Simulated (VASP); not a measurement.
Here is a VASP 6.6.1 calculation.

INCAR

```
SYSTEM = MgO2
PREC = Accurate ; ENCUT = 520
EDIFF = 1E-6 ; ISMEAR = 0
SIGMA = 0.05 ; LREAL = .False.
LASPH = .True. ; NELM = 100
ALGO = Normal ; ISIF = 2
LWAVE = .False. ; LCHARG = .False.
GGA = PS ; NBANDS = 14
```

File KPOINTS:

```
regular mesh
0
Gamma
  12 12 12
  0 0 0
```

POSCAR

```
MgO2
1.0
    1.6047610160      0.9265092046      3.7734971849
   -1.6047610160      0.9265092046      3.7734971849
    0.0000000000     -1.8530184092      3.7734971849
Mg O
1 2
Direct
    0.0000000000      0.0000000000      0.0000000000
    0.4287860000      0.4287860000      0.4287860000
    0.5712140000      0.5712140000      0.5712140000
```

Potentials or basis: VASP PAW PBE potentials, release 64 (Mg, O).

The run is started by

```bash
$ cat potpaw_PBE.64/Mg/POTCAR potpaw_PBE.64/O/POTCAR > POTCAR
$ mpirun -np 1 vasp_std > vasp.out
```

(1) Estimate the band gap on the k mesh.

(2) What does it give for the largest force?

(3) What does it give for the pressure?

## Answers

(1) 0.80 eV.

(2) 1.415 eV/Å.

(3) -15.3 GPa.

Caveat: the cell differs from its parent crystal (strain +0.000 along x and y, +0.080 along z); the cell stands under tension; the PAW data sets were made with another functional, which shifts forces and pressure a little.
